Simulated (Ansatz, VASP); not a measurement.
## Two plane-wave programs on RbNa3Te2

```xyz
6
Lattice="5.1354 0.0000 0.0000 -2.5677 4.4474 0.0000 0.0000 0.0000 8.2666" Properties=species:S:1:pos:R:3 pbc="T T T"
Rb    0.0000    0.0000    0.0000
Na    0.0000    0.0000    4.1333
Na    0.0000    2.9649    0.0000
Na    0.0000    2.9649    4.1333
Te    2.5677    1.4825    2.1529
Te    2.5677    1.4825    6.1137
```

Change from the starting cell: species swapped into the Ce2CoSi3 type (P-6m2, No. 187).

Alike in both runs: functional PBE; k mesh 12 × 12 × 4; occupations gaussian, width 0.02 eV; no spin polarisation.

Ansatz relaxed the structure, and its values are those at the end. VASP's run is a single point on that final structure, the one shown.

|  | VASP | Ansatz |
| --- | --- | --- |
| version | VASP 6.6.1 | Ansatz 0.2.0 |
| potentials or method | VASP PAW PBE potentials, release 64 (Rb_sv, Na_pv, Te), cutoff 520 eV | scalar-relativistic, plane waves, PAW |
| valence electrons in the cell | 42 | 68 |

```tsv
	VASP	Ansatz	Ansatz less VASP
gap on the k mesh at the Fermi level (eV)	0.25	0.25	+0.002
least direct gap on the mesh (eV)	0.30	0.31	+0.002
pressure (GPa)	0.1	0.0	-0.03
```

VASP's potentials hold 42 valence electrons a cell and Ansatz's 68, so a difference there can come from the potentials and not from the codes.

Neither program's run includes spin-orbit coupling.
